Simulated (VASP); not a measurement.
A run of VASP 6.6.1 is set up as follows.

The input INCAR:

```
ALGO = Normal
EDIFF = 1E-6
ENCUT = 520
GGA = PS
ISIF = 2
ISMEAR = 1
LASPH = T
LCHARG = T
LELF = T
LREAL = F
LVHAR = T
LWAVE = F
NBANDS = 22
NELM = 60
PREC = Accurate
SIGMA = 0.1
```

KPOINTS

```
k-points
0
Gamma
  5 5 5
```

Contents of POSCAR:

```
Na
1.0
    5.2510357619      0.0000000000      0.0000000000
    0.0000000000      5.2510357619      0.0000000000
    0.0000000000      0.0000000000      5.2510357619
Na
4
Direct
    0.0000000000      0.0000000000      0.0000000000
    0.0000000000      0.5000000000      0.5000000000
    0.5000000000      0.0000000000      0.5000000000
    0.5000000000      0.5000000000      0.0000000000
```

Potentials or basis: VASP PAW PBE potentials, release 64 (Na_pv).

Launch:

```sh
$ cat potpaw_PBE.64/Na_pv/POTCAR > POTCAR
$ mpirun -np 1 vasp_std > vasp.out
```

Question: Predict the band gap on the k mesh.

Answer: Zero (bands 14 and 15 overlap by 2.26 eV).

Question: What does it give for the pressure?

Answer: 0.0 GPa.

Caveat: the PAW data sets were made with another functional, which shifts forces and pressure a little.
